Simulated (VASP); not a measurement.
# Nb (Im-3m) in VASP: notebook, part 2 of 2

VASP 6.6.1. The steps go on from the part before.

### 5 Relaxation of cell and atoms, LDA

This run uses another cell than the first one, of 17.12 Å³/atom.

INCAR reads:

```
PREC = Accurate ; ENCUT = 600
EDIFF = 1E-6 ; ISMEAR = -1
SIGMA = 0.15 ; LREAL = False
LASPH = True ; NELM = 60
ALGO = Normal ; ISIF = 3
LWAVE = False ; LCHARG = False
IBRION = 2 ; NSW = 80
EDIFFG = -0.001
```

KPOINTS reads:

```
Automatic mesh
0
Gamma
  18 18 18
```

POSCAR reads:

```
Nb
1.0
   -1.6234717769      1.6234717769      1.6234717769
    1.6234717769     -1.6234717769      1.6234717769
    1.6234717769      1.6234717769     -1.6234717769
Nb
1
Direct
    0.0000000000      0.0000000000      0.0000000000
```

Potentials or basis: VASP PAW LDA potentials, release 64 (Nb_sv).

Command:

```console
cat potpaw_LDA.64/Nb_sv/POTCAR > POTCAR
mpirun -np 1 vasp_std > vasp.out
```

OUTCAR:

```text
PREC = Accurate
   ENCUT = 600
   EDIFF = 1E-6
   ISMEAR = -1
   LREAL = False
   LASPH = True
   NELM = 60
   ISIF = 3
   IBRION = 2
   NSW = 80
   EDIFFG = -0.001

 ion  position               nearest neighbor table
   1  0.000  0.000  0.000-

  LATTYP: Found a body centered cubic cell.
 ALAT       =     3.2469435538

  Lattice vectors:

 A1 = (  -1.6234717769,   1.6234717769,   1.6234717769)
 A2 = (   1.6234717769,  -1.6234717769,   1.6234717769)
 A3 = (   1.6234717769,   1.6234717769,  -1.6234717769)

Analysis of symmetry for initial positions (statically):
=====================================================================
 Subroutine PRICEL returns:
 Original cell was already a primitive cell.

 Routine SETGRP: Setting up the symmetry group for a
 body centered cubic supercell.

 Subroutine GETGRP returns: Found 48 space group operations
 (whereof 48 operations were pure point group operations)
 out of a pool of 48 trial point group operations.

The static configuration has the point symmetry O_h .

Analysis of symmetry for dynamics (positions and initial velocities):
=====================================================================
 Subroutine PRICEL returns:
 Original cell was already a primitive cell.

 Routine SETGRP: Setting up the symmetry group for a
 body centered cubic supercell.

 Subroutine GETGRP returns: Found 48 space group operations
 (whereof 48 operations were pure point group operations)
 out of a pool of 48 trial point group operations.

The dynamic configuration has the point symmetry O_h .

 Subroutine INISYM returns: Found 48 space group operations
 (whereof 48 operations are pure point group operations),
 and found     1 'primitive' translations

----------------------------------------------------------------------------------------

                                     Primitive cell

  volume of cell :      17.1157

  direct lattice vectors                    reciprocal lattice vectors
    -1.623471777  1.623471777  1.623471777     0.000000000  0.307981948  0.307981948
     1.623471777 -1.623471777  1.623471777     0.307981948  0.000000000  0.307981948
     1.623471777  1.623471777 -1.623471777     0.307981948  0.307981948  0.000000000

  length of vectors
     2.811935602  2.811935602  2.811935602     0.435552248  0.435552248  0.435552248

  position of ions in fractional coordinates (direct lattice)
     0.000000000  0.000000000  0.000000000

  ion indices of the primitive-cell ions
   primitive index   ion index
                 1           1

----------------------------------------------------------------------------------------

 KPOINTS: Automatic mesh

Automatic generation of k-mesh.
 Grid dimensions read from file:
 generate k-points for:   18   18   18

 Generating k-lattice:

[... 21 lines left out ...]
  0.166667  0.000000  0.000000     12.000000
  0.222222  0.000000  0.000000     12.000000
  0.277778  0.000000  0.000000     12.000000
[... 16 lines left out ...]
  0.333333  0.111111 -0.000000     48.000000
  0.388889  0.111111 -0.000000     48.000000
 [... further k-points ...]
   k-points           NKPTS =    195   k-points in BZ     NKDIM =    195   number of bands    NBANDS=     10
   number of dos      NEDOS =    301   number of ions     NIONS =      1
   total plane-waves  NPLWV =  13824
   dimension x,y,z NGX =    24 NGY =   24 NGZ =   24
   dimension x,y,z NGXF=    48 NGYF=   48 NGZF=   48
   ions per type =               1
   NGX,Y,Z   is equivalent  to a cutoff of  14.19, 14.19, 14.19 a.u.
   NGXF,Y,Z  is equivalent  to a cutoff of  28.38, 28.38, 28.38 a.u.
 SYSTEM =  unknown system
   PREC   = accura    normal or accurate (medium, high low for compatibility)
   ISTART =      0    job   : 0-new  1-cont  2-samecut
   ICHARG =      2    charge: 1-file 2-atom 10-const
   ISPIN  =      1    spin polarized calculation?
   LNONCOLLINEAR =      F non collinear calculations
   LSORBIT =      F    spin-orbit coupling
   LASPH  =      T    aspherical Exc in radial PAW
   ENCUT  =  600.0 eV  44.10 Ry    6.64 a.u.   5.62  5.62  5.62*2*pi/ulx,y,z
   NELM   =     60;   NELMIN=  2; NELMDL= -5     # of ELM steps
   EDIFF  = 0.1E-05   stopping-criterion for ELM
   LREAL  =      F    real-space projection
   EDIFFG = -.1E-02   stopping-criterion for IOM
   NSW    =     80    number of steps for IOM
   IBRION =      2    ionic relax: 0-MD 1-quasi-New 2-CG
   NFREE  =      1    steps in history (QN), initial steepest desc. (CG)
   ISIF   =      3    stress and relaxation
   ISYM   =      2    0-nonsym 1-usesym 2-fastsym
   POTIM  = 0.5000    time-step for ionic-motion
   TEBEG  =    0.0;   TEEND  =   0.0 temperature during run
   PSTRESS=    0.0 pullay stress
   NELECT =      13.0000    total number of electrons
   NUPDOWN=      -1.0000    fix difference up-down
   EMIN   =  10.00;   EMAX   =-10.00  energy-range for DOS
   EFERMI =   0.00;   METHOD = LEGACY
   ISMEAR =    -1;   SIGMA  =   0.15  broadening in eV -4-tet -1-fermi 0-gaus
   EFERMI_NEDOS =   21; number of points for ismear=-14 and -15
   IALGO  =     38    algorithm
   IMIX   =      4    mixing-type and parameters
     AMIX     =   0.40;   BMIX     =  1.00
     AMIX_MAG =   1.60;   BMIX_MAG =  1.00
  volume/ion in A,a.u.               =      17.12       115.50
  Fermi-wavevector in a.u.,A,eV,Ry     =   1.493681  2.822648 30.355729  2.231083
  Thomas-Fermi vector in A             =   2.606051
   LORBIT       =      0    0 simple, 1 ext, 2 COOP (PROOUT), +10 PAW based schemes
   GGA     = CA    functional components
   LHFCALC =     F    Hartree Fock is set to
   AEXX    =    0.0000 exact exchange contribution
   IVDW    =     0    specifies the selected vdW correction
   LEPSILON=     F    determine dielectric tensor
   LRPA    =     F    only Hartree local field effects (RPA)
 conjugate gradient relaxation of ions
 non-spin polarized calculation
  energy-cutoff  :      600.00
  volume of cell :       17.12
 maximum number of plane-waves:       603
   NGX = 11   NGY = 11   NGZ = 11

--------------------------------------- Ionic step        1  -------------------------------------------

 number of electron      13.0000001 magnetization

 Free energy of the ion-electron system (eV)
  ---------------------------------------------------
  ext. energy  EPLUGINS =         0.00000000
  ---------------------------------------------------
  free energy    TOTEN  =       -11.30732268 eV

  energy without entropy =      -11.21128682  energy(sigma->0) =      -11.25930475

------------------------ aborting loop because EDIFF is reached ----------------------------------------

  FORCE on cell =-STRESS in cart. coord.  units (eV):
  Direction    XX          YY          ZZ          XY          YZ          ZX
  --------------------------------------------------------------------------------------
  -------------------------------------------------------------------------------------
  Total        0.0537875      0.0537875      0.0537875     -0.0000000     -0.0000000      0.0000000
  in kB        5.0349834      5.0349834      5.0349834     -0.0000000     -0.0000000      0.0000000
  external PRESSURE =       5.0349834 kB  Pullay stress =       0.0000000 kB
[... 57 lines left out ...]
--------------------------------------- Ionic step        3  -------------------------------------------

 number of electron      13.0000001 magnetization

 Free energy of the ion-electron system (eV)
  ---------------------------------------------------
  ext. energy  EPLUGINS =         0.00000000
  ---------------------------------------------------
  free energy    TOTEN  =       -11.30740363 eV

  energy without entropy =      -11.21108076  energy(sigma->0) =      -11.25924219

 E-fermi :  11.7190     XC(G=0): -12.9643

 val. band max:       11.7069374954   @ k =   0.2778   0.1111   0.1111
 cond. band min:      11.7202852823   @ k =   0.1111   0.0556  -0.0000
 fundamental gap:      0.0133477869
 Fermi energy:        11.7189836509

 k-point     1 :       0.0000    0.0000    0.0000
  band No.  band energies     occupation
      1     -42.3310      2.00000
      2     -17.6664      2.00000
      3     -17.6664      2.00000
      4     -17.6664      2.00000
      5       5.6741      2.00000
      6      12.0038      0.26042
      7      12.0038      0.26042
      8      12.0038      0.26042
      9      15.0696      0.00000
     10      15.0696      0.00000
[... 287 lines left out ...]
 k-point    24 :       0.3889    0.1111   -0.0000
  band No.  band energies     occupation
      1     -42.0260      2.00000
      2     -19.1659      2.00000
      3     -18.2137      2.00000
      4     -17.7527      2.00000
      5       8.1615      2.00000
      6      10.0031      1.99998
      7      12.9724      0.00047
      8      14.9779      0.00000
      9      16.1513      0.00000
     10      18.8526      0.00000

 [... further k-points ...]
[... 5 lines left out ...]
  --------------------------------------------------------------------------------------
  -------------------------------------------------------------------------------------
  Total        0.0007423      0.0007423      0.0007423     -0.0000000      0.0000000      0.0000000
  in kB        0.0692862      0.0692862      0.0692862     -0.0000000      0.0000000      0.0000000
  external PRESSURE =       0.0692862 kB  Pullay stress =       0.0000000 kB
[... 16 lines left out ...]
  FREE ENERGIE OF THE ION-ELECTRON SYSTEM (eV)
  ---------------------------------------------------
  free  energy   TOTEN  =       -11.3074036324 eV

  energy  without entropy=      -11.2110807559  energy(sigma->0) =      -11.25924219

 reached required accuracy - stopping structural energy minimisation
```

OSZICAR:

```text
N       E                     dE             d eps       ncg     rms          rms(c)
DAV:   1     0.138911951177E+03    0.13891E+03   -0.80615E+03  3932   0.146E+03
DAV:   2    -0.459143821931E+01   -0.14350E+03   -0.13999E+03  4266   0.505E+02
DAV:   3    -0.113627472717E+02   -0.67713E+01   -0.63792E+01  6180   0.967E+01
[... 22 lines left out ...]
DAV:   3    -0.113072562869E+02    0.35166E-03   -0.26170E-03  6058   0.630E-01    0.818E-02
DAV:   4    -0.113073357799E+02   -0.79493E-04   -0.99757E-05  5262   0.107E-01    0.449E-02
DAV:   5    -0.113074048952E+02   -0.69115E-04   -0.21773E-04  6994   0.118E-01    0.170E-02
DAV:   6    -0.113074037436E+02    0.11516E-05   -0.34992E-06  3670   0.263E-02    0.491E-03
DAV:   7    -0.113074036324E+02    0.11115E-06   -0.89235E-07  2298   0.136E-02
   3 F= -.11307404E+02 E0= -.11259242E+02  d E =-.809564E-04
```

Wall time 88 s (1 thread of Intel Xeon 8259CL, shared host); peak memory 0.17 GiB.

What came out:

| Quantity | Value |
| --- | --- |
| Free energy | -11.3074 eV |
| Relaxed volume | 17.16 Å³/atom |
| Relaxed cell | a = 2.815 Å, b = 2.815 Å, c = 2.815 Å, α = 109.47°, β = 109.47°, γ = 109.47° |
| Space group after relaxing (to 0.1 Å) | Im-3m (No. 229) |
| Energy gained by relaxing | 0.1 meV/atom |
| Ionic steps | 3 |
| Pressure after relaxing | 0.0 GPa |
| Band gap on the k mesh | zero (an odd number of electrons rules out a gap without spin polarisation) |

Final structure:
```
CELL_PARAMETERS angstrom
-1.62500 1.62500 1.62500
1.62500 -1.62500 1.62500
1.62500 1.62500 -1.62500
ATOMIC_POSITIONS crystal
Nb 0.00000 0.00000 0.00000
```

### 6 The runs side by side

| task | cell | k mesh | cutoff (eV) | smearing | gap on the mesh (eV) | pressure (GPa) | relaxed volume (Å³/atom) |
| --- | --- | --- | --- | --- | --- | --- | --- |
| single point | a = 2.817 Å, angles 109.5°, 1 atom | 8 × 8 × 8 | 520 | gaussian 0.1 eV | none | -0.1 | - |
| relaxation of cell and atoms | relaxed from a = 2.873 Å, angles 109.5°, 1 atom | 8 × 8 × 8 | 600 | gaussian 0.1 eV | none | -0.5 | 17.25 |
| single point | a = 2.815 Å, angles 109.5°, 1 atom | 18 × 18 × 18 | 520 | fermi-dirac 0.15 eV | none | -0.2 | - |
| relaxation of cell and atoms | relaxed from a = 2.812 Å, angles 109.5°, 1 atom | 18 × 18 × 18 | 600 | fermi-dirac 0.15 eV | none | 0.0 | 17.16 |

Alike in all rows: level LDA; potentials or basis VASP PAW LDA potentials, release 64 (Nb_sv); no spin polarisation.

Total energies depend on the potentials used, so only differences within one code and one set of settings carry meaning.
